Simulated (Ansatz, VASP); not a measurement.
**One calculation of KMgF3, two programs**

```
K Mg F
1.0
     4.01675    0.00000    0.00000
     0.00000    4.01675    0.00000
     0.00000    0.00000    4.01675
K Mg F
1 1 3
Direct
  0.50000 0.50000 0.50000
  0.00000 0.00000 0.00000
  0.50000 0.00000 0.00000
  0.00000 0.50000 0.00000
  0.00000 0.00000 0.50000
```

Alike in both runs: functional PBE; dispersion D3(BJ); k mesh 6 × 6 × 6; occupations gaussian, width 0.02 eV; no spin polarisation.

Ansatz relaxed the structure, and its values are those at the end. VASP's run is a single point on that final structure, the one shown.

```csv
,VASP,Ansatz
version,VASP 6.6.1,Ansatz 0.2.0
potentials or method,"VASP PAW PBE potentials, release 64 (K_sv, Mg, F), cutoff 520 eV","scalar-relativistic, plane waves, PAW"
valence electrons in the cell,32,40
```

VASP gave:

```
gap on the k mesh at the Fermi level (eV) : 7.13
least direct gap on the mesh (eV)         : 7.45
pressure (GPa)                            : -0.4
```

Question: Estimate Ansatz's values.

Answer: gap on the k mesh at the Fermi level (eV): 7.16; least direct gap on the mesh (eV): 7.48; pressure (GPa): 0.0.

VASP's potentials hold 32 valence electrons a cell and Ansatz's 40, so a difference there can come from the potentials and not from the codes.
